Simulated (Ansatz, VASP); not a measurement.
Zr3S2: VASP beside Ansatz

```
CELL_PARAMETERS angstrom
2.89521 1.67155 3.48037
-2.89521 1.67155 3.48037
0.00000 -3.34310 3.48037
ATOMIC_POSITIONS crystal
Zr 0.16211 0.83789 0.50000
Zr 0.50000 0.16211 0.83789
Zr 0.83789 0.50000 0.16211
S 0.33478 0.33478 0.33478
S 0.66522 0.66522 0.66522
```

Alike in both runs: functional PBE; k mesh 12 × 12 × 12; occupations gaussian, width 0.1 eV; no spin polarisation.

Ansatz relaxed the structure, and its values are those at the end. VASP's run is a single point on that final structure, the one shown.

|  | VASP | Ansatz |
| --- | --- | --- |
| version | VASP 6.6.1 | Ansatz 0.2.0 |
| potentials or method | VASP PAW PBE potentials, release 64 (Zr_sv, S), cutoff 520 eV | scalar-relativistic, plane waves, PAW |
| valence electrons in the cell | 48 | 48 |

|  | VASP | Ansatz | Ansatz less VASP |
| --- | --- | --- | --- |
| gap on the k mesh at the Fermi level (eV) | none | none | - |
| pressure (GPa) | 0.0 | 0.0 | -0.02 |

A gap of «none» marks a metal or a gap that the smearing closes. With one functional, cell and mesh, what is left measures potentials, basis and numerics.
